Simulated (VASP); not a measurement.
Here is a VASP 6.6.1 calculation.

The input POSCAR:

```
Li2S
1.0
    0.0000000000      2.8452942241      2.8452942241
    2.8452942241      0.0000000000      2.8452942241
    2.8452942241      2.8452942241      0.0000000000
S Li
1 2
Direct
    0.0000000000      0.0000000000      0.0000000000
    0.2500000000      0.2500000000      0.2500000000
    0.7500000000      0.7500000000      0.7500000000
```

The input INCAR.step1:

```
ALGO = Normal
EDIFF = 1E-5
ENCUT = 650
GGA = PE
GGA_COMPAT = False
ISIF = 2
ISMEAR = 0
LASPH = True
LCHARG = False
LREAL = False
LWAVE = True
NBANDS = 13
NELM = 120
PREC = Accurate
SIGMA = 0.01
```

File INCAR.step2:

```
ALGO = Normal
EDIFF = 1E-6
ENCUT = 650
GGA = PE
GGA_COMPAT = False
HFSCREEN = 0.2079
ISIF = 2
ISMEAR = 0
ISTART = 1
LASPH = True
LCHARG = False
LHFCALC = True
LREAL = False
LWAVE = False
NBANDS = 13
NELM = 120
PREC = Accurate
PRECFOCK = Normal
SIGMA = 0.01
```

KPOINTS

```
k-points
0
Gamma
  6 6 6
```

Potentials or basis: VASP PAW PBE potentials, release 64 (S, Li_sv).

Launch:

```bash
$ cat potpaw_PBE.64/S/POTCAR potpaw_PBE.64/Li_sv/POTCAR > POTCAR
$ cp INCAR.step1 INCAR
$ mpirun -np 1 vasp_std > vasp.out
$ cp INCAR.step2 INCAR
$ mpirun -np 1 vasp_std > vasp.out
```

(1) What does it give for the band gap on the k mesh?

(2) What does it give for the pressure?

Results:

(1) 4.33 eV (least direct gap 5.35 eV).

(2) -0.6 GPa.

Caveat: the structure was generated, so it needn't be the stable form of Li2S; the PAW data sets were made with another functional, which shifts forces and pressure a little.
